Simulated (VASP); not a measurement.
# Ca5Ge2N6 (C2/c) in VASP: electric field gradients with PBE

Aim: the electric field gradients of Ca5Ge2N6 with PBE.

All numbers are computed with VASP 6.6.1; they aren't measurements. Logs are shortened: lines on timing, memory, paths and dates and some standing lists are left out, and cuts for length are marked.

### 1 The cell of the first run

It takes space group C2/c (No. 15, monoclinic). Conventional cell: a = 10.286 Å, b = 6.024 Å, c = 13.109 Å, α = 90.00°, β = 98.99°, γ = 90.00°. Within 3.6 Å of Ca (site symmetry 1) lie 7 N at 2.51 to 3.59 Å and 3 Ge at 3.03 to 3.43 Å and 6 Ca at 3.40 to 3.58 Å. Within 3.1 Å of Ca (site symmetry 1) lie 5 N at 2.32 to 2.56 Å and 2 Ge at 2.92 to 2.97 Å. Ca (site symmetry 2) has 6 N at 2.32 to 3.17 Å and 2 Ge at 3.27 Å and 2 Ca at 3.29 Å within 3.3 Å. Ge (site symmetry 1) has 4 N at 1.84 to 1.99 Å within 2.4 Å. Within 2.4 Å of N (site symmetry 1) lie 1 Ge at 1.84 Å and 1 Ca at 2.32 Å. Within 2.7 Å of N (site symmetry 1) lie 1 Ge at 1.87 Å and 4 Ca at 2.32 to 2.61 Å. N (site symmetry 1) has 2 Ge at 1.93 to 1.99 Å and 3 Ca at 2.52 to 2.66 Å within 2.7 Å.

### 2 Electric field gradients, PBE

Input file INCAR:

```
SYSTEM = Ca5Ge2N6
PREC = Accurate
ENCUT = 520
EDIFF = 1E-8
ISMEAR = -1
SIGMA = 0.02
LREAL = Auto
LASPH = .TRUE.
NELM = 100
ALGO = Normal
ISIF = 2
LWAVE = .FALSE.
LCHARG = .FALSE.
GGA = PE
LEFG = .TRUE.
NBANDS = 127
```

Input file KPOINTS:

```
regular mesh
0
G
  6 6 3
  0 0 0
```

Input file POSCAR:

```
Ca5Ge2N6
1.0
    5.1428333430     -3.0117539995      0.0000000000
    5.1428333430      3.0117539995      0.0000000000
   -2.0473858703      0.0000000000     12.9483069827
Ca Ge N
10 4 12
Direct
    0.3294450000      0.8274910000      0.5073080000
    0.1725090000      0.6705550000      0.9926920000
    0.6705550000      0.1725090000      0.4926920000
    0.8274910000      0.3294450000      0.0073080000
    0.2410520000      0.0598610000      0.2150120000
    0.9401390000      0.7589480000      0.2849880000
    0.7589480000      0.9401390000      0.7849880000
    0.0598610000      0.2410520000      0.7150120000
    0.6207455000      0.3792545000      0.2500000000
    0.3792545000      0.6207455000      0.7500000000
    0.6526230000      0.9092740000      0.0807950000
    0.0907260000      0.3473770000      0.4192050000
    0.3473770000      0.0907260000      0.9192050000
    0.9092740000      0.6526230000      0.5807950000
    0.9071850000      0.9952110000      0.1295360000
    0.0047890000      0.0928150000      0.3704640000
    0.0928150000      0.0047890000      0.8704640000
    0.9952110000      0.9071850000      0.6295360000
    0.6259950000      0.6821600000      0.1574540000
    0.3178400000      0.3740050000      0.3425460000
    0.3740050000      0.3178400000      0.8425460000
    0.6821600000      0.6259950000      0.6574540000
    0.3138060000      0.2245920000      0.0624190000
    0.7754080000      0.6861940000      0.4375810000
    0.6861940000      0.7754080000      0.9375810000
    0.2245920000      0.3138060000      0.5624190000
```

Potentials or basis: VASP PAW PBE potentials, release 64 (Ca_sv, Ge_d, N).

On the command line:

```bash
> cat potpaw_PBE.64/Ca_sv/POTCAR potpaw_PBE.64/Ge_d/POTCAR potpaw_PBE.64/N/POTCAR > POTCAR
> mpirun -np 1 vasp_std > vasp.out
```

OUTCAR:

```text
SYSTEM = Ca5Ge2N6
   PREC = Accurate
   ENCUT = 520
   EDIFF = 1E-8
   ISMEAR = -1
   LREAL = Auto
   LASPH = .TRUE.
   NELM = 100
   ISIF = 2
   GGA = PE

 ion  position               nearest neighbor table
   1  0.329  0.827  0.507-  12 3.03
   2  0.173  0.671  0.993-  11 3.03
   3  0.671  0.173  0.493-  14 3.03
   4  0.827  0.329  0.007-  13 3.03
   5  0.241  0.060  0.215-  15 2.32  19 2.42  11 2.92  12 2.97
   6  0.940  0.759  0.285-  16 2.32  20 2.42  12 2.92  11 2.97
   7  0.759  0.940  0.785-  17 2.32  21 2.42  13 2.92  14 2.97
   8  0.060  0.241  0.715-  18 2.32  22 2.42  14 2.92  13 2.97
   9  0.621  0.379  0.250-  19 2.32  20 2.32
  10  0.379  0.621  0.750-  21 2.32  22 2.32
  11  0.653  0.909  0.081-  15 1.84  19 1.87  25 1.93  23 1.99  13 2.57   5 2.92   6 2.97   2 3.03
[... 7 lines left out ...]
  15  0.907  0.995  0.130-  11 1.84   5 2.32
  16  0.005  0.093  0.370-  12 1.84   6 2.32
  17  0.093  0.005  0.870-  13 1.84   7 2.32
  18  0.995  0.907  0.630-  14 1.84   8 2.32
  19  0.626  0.682  0.157-  11 1.87   9 2.32   5 2.42
  20  0.318  0.374  0.343-  12 1.87   9 2.32   6 2.42
  21  0.374  0.318  0.843-  13 1.87  10 2.32   7 2.42
  22  0.682  0.626  0.657-  14 1.87  10 2.32   8 2.42
  23  0.314  0.225  0.062-  13 1.93  11 1.99
  24  0.775  0.686  0.438-  14 1.93  12 1.99
  25  0.686  0.775  0.938-  11 1.93  13 1.99
  26  0.225  0.314  0.562-  12 1.93  14 1.99

  LATTYP: Found a base centered monoclinic cell.
 ALAT       =    10.2856666860
 B/A-ratio  =     0.5856215433
 C/A-ratio  =     1.2745089246
 COS(beta)  =    -0.1561796245

  Lattice vectors:

 A1 = (   5.1428333430,  -3.0117539995,   0.0000000000)
 A2 = (   5.1428333430,   3.0117539995,   0.0000000000)
 A3 = (  -2.0473858703,   0.0000000000,  12.9483069827)

Analysis of symmetry for initial positions (statically):
=====================================================================
 Subroutine PRICEL returns:
 Original cell was already a primitive cell.

 Routine SETGRP: Setting up the symmetry group for a
 base centered monoclinic supercell.

 Subroutine GETGRP returns: Found  4 space group operations
 (whereof  2 operations were pure point group operations)
 out of a pool of  4 trial point group operations.

The static configuration has the point symmetry S_2 .
 The point group associated with its full space group is C_2h.

Analysis of symmetry for dynamics (positions and initial velocities):
=====================================================================
 Subroutine PRICEL returns:
 Original cell was already a primitive cell.

 Routine SETGRP: Setting up the symmetry group for a
 base centered monoclinic supercell.

 Subroutine GETGRP returns: Found  4 space group operations
 (whereof  2 operations were pure point group operations)
 out of a pool of  4 trial point group operations.

The dynamic configuration has the point symmetry S_2 .
 The point group associated with its full space group is C_2h.

 Subroutine INISYM returns: Found  4 space group operations
 (whereof  2 operations are pure point group operations),
 and found     1 'primitive' translations

----------------------------------------------------------------------------------------

                                     Primitive cell

  volume of cell :     401.1113

  direct lattice vectors                    reciprocal lattice vectors
     5.142833343 -3.011753999  0.000000000     0.097222672 -0.166016215  0.015372846
     5.142833343  3.011753999  0.000000000     0.097222672  0.166016215  0.015372846
    -2.047385870  0.000000000 12.948306983     0.000000000  0.000000000  0.077230174

  length of vectors
     5.959815177  5.959815177 13.109173987     0.193002477  0.193002477  0.077230174

  position of ions in fractional coordinates (direct lattice)
     0.329445000  0.827491000  0.507308000
     0.172509000  0.670555000  0.992692000
     0.670555000  0.172509000  0.492692000
     0.827491000  0.329445000  0.007308000
     0.241052000  0.059861000  0.215012000
     0.940139000  0.758948000  0.284988000
[... 18 lines left out ...]
     0.686194000  0.775408000  0.937581000
     0.224592000  0.313806000  0.562419000
[... 109 lines left out ...]
   POTIM  = 0.5000    time-step for ionic-motion
   TEBEG  =    0.0;   TEEND  =   0.0 temperature during run
   PSTRESS=    0.0 pullay stress
   NELECT =     216.0000    total number of electrons
   NUPDOWN=      -1.0000    fix difference up-down
   EMIN   =  10.00;   EMAX   =-10.00  energy-range for DOS
   EFERMI =   0.00;   METHOD = LEGACY
   ISMEAR =    -1;   SIGMA  =   0.02  broadening in eV -4-tet -1-fermi 0-gaus
   EFERMI_NEDOS =   21; number of points for ismear=-14 and -15
   IALGO  =     38    algorithm
   IMIX   =      4    mixing-type and parameters
     AMIX     =   0.40;   BMIX     =  1.00
     AMIX_MAG =   1.60;   BMIX_MAG =  1.00
  volume/ion in A,a.u.               =      15.43       104.11
  Fermi-wavevector in a.u.,A,eV,Ry     =   1.331898  2.516923 24.136101  1.773953
  Thomas-Fermi vector in A             =   2.460874
   LORBIT       =      0    0 simple, 1 ext, 2 COOP (PROOUT), +10 PAW based schemes
   GGA     = PE    functional components
   LHFCALC =     F    Hartree Fock is set to
   AEXX    =    0.0000 exact exchange contribution
   IVDW    =     0    specifies the selected vdW correction
   LEPSILON=     F    determine dielectric tensor
   LRPA    =     F    only Hartree local field effects (RPA)
 non-spin polarized calculation
  energy-cutoff  :      520.00
  volume of cell :      401.11
 maximum number of plane-waves:     10823
 NGX is ok and might be reduce to    48
   NGX = 23   NGY = 23   NGZ = 49

 number of electron     215.9999992 magnetization

 Free energy of the ion-electron system (eV)
  ---------------------------------------------------
  ext. energy  EPLUGINS =         0.00000000
  ---------------------------------------------------
  free energy    TOTEN  =      -156.79987128 eV

  energy without entropy =     -156.79987128  energy(sigma->0) =     -156.79987128

 E-fermi :   4.0528     XC(G=0): -10.1852

 val. band max:        3.6274931490   @ k =   0.5000   0.5000   0.0000
 cond. band min:       5.5892649525   @ k =   0.0000   0.0000   0.0000
 fundamental gap:      1.9617718034
 Fermi energy:         4.0528041732

 k-point     1 :       0.0000    0.0000    0.0000
  band No.  band energies     occupation
      1     -35.9221      2.00000
      2     -35.9218      2.00000
      3     -35.8853      2.00000
      4     -35.8852      2.00000
      5     -35.5124      2.00000
      6     -35.5122      2.00000
[... 2941 lines left out ...]
    119       7.9099      0.00000
    120       7.9576      0.00000

 [... further k-points ...]

 [bands above 120 left out]

------------------------ aborting loop because EDIFF is reached ----------------------------------------

  FORCE on cell =-STRESS in cart. coord.  units (eV):
  Direction    XX          YY          ZZ          XY          YZ          ZX
  --------------------------------------------------------------------------------------
  -------------------------------------------------------------------------------------
  Total        0.5717603      0.3803395      0.3880191      0.0000000      0.0000000      0.0294560
  in kB        2.2838085      1.5192076      1.5498823      0.0000000      0.0000000      0.1176573
  external PRESSURE =       1.7842995 kB  Pullay stress =       0.0000000 kB

 VOLUME and BASIS-vectors are now :
 -----------------------------------------------------------------------------
  energy-cutoff  :      520.00
  volume of cell :      401.11
      direct lattice vectors                 reciprocal lattice vectors
     5.142833343 -3.011753999  0.000000000     0.097222672 -0.166016215  0.015372846
     5.142833343  3.011753999  0.000000000     0.097222672  0.166016215  0.015372846
    -2.047385870  0.000000000 12.948306983     0.000000000  0.000000000  0.077230174

 POSITION                                       TOTAL-FORCE (eV/Angst)
 -----------------------------------------------------------------------------------
      4.91127      1.49999      6.56878        -0.004983     -0.009847     -0.004104
      2.30331      1.49999     12.85368         0.004983     -0.009847      0.004104
      3.32701     -1.49999      6.37953         0.004983      0.009847      0.004104
      5.93497     -1.49999      0.09463        -0.004983      0.009847     -0.004104
      1.10733     -0.54570      2.78404         0.003633      0.001529      0.004389
      8.15464     -0.54570      3.69011        -0.003633      0.001529     -0.004389
[... 18 lines left out ...]
      5.59719      0.26869     12.14009        -0.008131      0.008432     -0.002358
      1.61740      0.26869      7.28237         0.008131      0.008432      0.002358
 -----------------------------------------------------------------------------------
    total drift:                               -0.000000      0.000000      0.000000

  FREE ENERGIE OF THE ION-ELECTRON SYSTEM (eV)
  ---------------------------------------------------
  free  energy   TOTEN  =      -156.7998712815 eV

  energy  without entropy=     -156.7998712815  energy(sigma->0) =     -156.79987128

 Electric field gradients (V/A^2)
---------------------------------------------------------------------
 ion       V_xx      V_yy      V_zz      V_xy      V_xz      V_yz
---------------------------------------------------------------------
   1      28.296   -13.028   -15.269    27.995    15.157    16.020
   2      28.296   -13.028   -15.269   -27.995    15.157   -16.020
   3      28.296   -13.028   -15.269    27.995    15.157    16.020
   4      28.296   -13.028   -15.269   -27.995    15.157   -16.020
   5     -13.336    24.862   -11.526    15.477   -12.369   -22.591
   6     -13.336    24.862   -11.526   -15.477   -12.369    22.591
[... 18 lines left out ...]
  25     -41.823    21.169    20.654    -2.944    11.926    -6.534
  26     -41.823    21.169    20.654     2.944    11.926     6.534
---------------------------------------------------------------------

 Electric field gradients after diagonalization (V/A^2)
 (convention: |V_zz| > |V_xx| > |V_yy|)
----------------------------------------------------------------------
 ion       V_xx      V_yy      V_zz     asymmetry (V_yy - V_xx)/ V_zz
----------------------------------------------------------------------
   1     -32.173   -17.012    49.185       0.308
   2     -32.173   -17.012    49.185       0.308
   3     -32.173   -17.012    49.185       0.308
   4     -32.173   -17.012    49.185       0.308
   5     -25.585   -16.810    42.395       0.207
   6     -25.585   -16.810    42.395       0.207
[... 18 lines left out ...]
  25      29.039    15.028   -44.067       0.318
  26      29.039    15.028   -44.067       0.318
----------------------------------------------------------------------

           NMR quadrupolar parameters

 Cq : quadrupolar parameter    Cq=e*Q*V_zz/h
 eta: asymmetry parameters     (V_yy - V_xx)/ V_zz
 Q  : nuclear electric quadrupole moment in mb (millibarn)
----------------------------------------------------------------------
 ion       Cq(MHz)       eta       Q (mb)
----------------------------------------------------------------------
   1       0.119       0.308       1.000
   2       0.119       0.308       1.000
   3       0.119       0.308       1.000
   4       0.119       0.308       1.000
   5       0.103       0.207       1.000
   6       0.103       0.207       1.000
[... 18 lines left out ...]
  25      -0.107       0.318       1.000
  26      -0.107       0.318       1.000
----------------------------------------------------------------------
```

Run time: 75 min. Hardware: 1 thread of Intel Xeon 6975P-C (Granite Rapids), shared host; peak memory 1.2 GiB.

What came out:

```
Free energy                             : -156.7999 eV
Pressure                                : 0.2 GPa
Largest force                           : 0.039 eV/Å
Band gap on the k mesh                  : 1.96 eV (least direct gap 2.14 eV)
Largest electric field gradient by atom : Ca +49.2, +42.4, -53.8 (each value once); Ge +68.7; N +34.5, +31.3, -44.1 (each value once) V/Å²
```

Forces on the atoms (eV/Å):
```
Ca  -0.005 -0.010 -0.004
Ca   0.005 -0.010  0.004
Ca   0.005  0.010  0.004
Ca  -0.005  0.010 -0.004
Ca   0.004  0.002  0.004
Ca  -0.004  0.002 -0.004
Ca  -0.004 -0.002 -0.004
Ca   0.004 -0.002  0.004
Ca   0.000  0.005  0.000
Ca   0.000 -0.005  0.000
Ge  -0.016  0.021 -0.029
Ge   0.016  0.021  0.029
Ge   0.016 -0.021  0.029
Ge  -0.016 -0.021 -0.029
N    0.018 -0.007  0.008
N   -0.018 -0.007 -0.008
N   -0.018  0.007 -0.008
N    0.018  0.007  0.008
N   -0.006 -0.008  0.000
N    0.006 -0.008  0.000
N    0.006  0.008  0.000
N   -0.006  0.008  0.000
N    0.008 -0.008  0.002
N   -0.008 -0.008 -0.002
N   -0.008  0.008 -0.002
N    0.008  0.008  0.002
```

Levels at points of the mesh, in eV from the valence-band top:
```tsv
k point	band 106	band 107	band 108	band 109	band 110	band 111
(0.00, 0.00, 0.00)	-0.40	-0.21	-0.18	1.96	3.21	3.49
(0.50, 0.00, 0.00)	-0.51	-0.24	-0.16	2.96	3.10	3.39
(0.50, 0.50, 0.00)	-0.28	-0.25	0.00	2.70	2.75	2.89
```

Electric field gradients, principal values (V/Å²):
```tsv
atom	least	middle	greatest (by size)
1 Ca	-17.012	-32.173	49.185
2 Ca	-17.012	-32.173	49.185
3 Ca	-17.012	-32.173	49.185
4 Ca	-17.012	-32.173	49.185
5 Ca	-16.810	-25.585	42.395
6 Ca	-16.810	-25.585	42.395
7 Ca	-16.810	-25.585	42.395
8 Ca	-16.810	-25.585	42.395
9 Ca	7.377	46.433	-53.810
10 Ca	7.377	46.433	-53.810
11 Ge	-4.921	-63.790	68.711
12 Ge	-4.921	-63.790	68.711
13 Ge	-4.921	-63.790	68.711
14 Ge	-4.921	-63.790	68.711
15 N	-12.049	-22.468	34.517
16 N	-12.049	-22.468	34.517
17 N	-12.049	-22.468	34.517
18 N	-12.049	-22.468	34.517
19 N	-13.242	-18.097	31.340
20 N	-13.242	-18.097	31.340
21 N	-13.242	-18.097	31.340
22 N	-13.242	-18.097	31.340
23 N	15.028	29.039	-44.067
24 N	15.028	29.039	-44.067
25 N	15.028	29.039	-44.067
26 N	15.028	29.039	-44.067
```

Caveat: without QUAD_EFG the Cq values of the log hold for a quadrupole moment of 1 mb, not for the nuclei. A k mesh can miss the band edges.
